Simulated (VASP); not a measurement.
Zr2B3, 5 atoms in the cell. It takes space group P6/mmm (No. 191, hexagonal). The conventional cell has a = 5.549 Å, b = 5.549 Å, c = 3.625 Å, α = 90.00°, β = 90.00°, γ = 120.00°. Within 3.3 Å of Zr (site symmetry -6m2) lie 6 B at 2.42 Å and 3 Zr at 3.20 Å. B (site symmetry mmm) has 4 Zr at 2.42 Å and 4 B at 2.77 Å within 3.2 Å. The cell was generated, and may not be a known phase.

- Program: VASP 6.6.1
- Task: single point
- Functional: PBE
- Potentials or basis: VASP PAW PBE potentials, release 64 (Zr_sv, B)
- Cutoff: 520 eV
- k mesh: 6 × 6 × 6
- Occupations: gaussian, width 0.1 eV
- Spin: no spin polarisation
- Dipole correction: no
- Further INCAR settings: ALGO = Normal; EDIFF = 1e-07; NBANDS = 24

Potentials or basis: VASP PAW PBE potentials, release 64 (Zr_sv, B).

Run with:

```sh
$ cat potpaw_PBE.64/Zr_sv/POTCAR potpaw_PBE.64/B/POTCAR > POTCAR
$ mpirun -np 1 vasp_std > vasp.out
```

Hardware: 1 thread of Intel Xeon 8259CL, on a shared host.

Task: How long does it take, and how much memory?

Result: It took 2.4 min on 1 thread of Intel Xeon 8259CL, on a shared host, peak memory 0.24 GiB. Counts: scf iterations 17, k points 28.
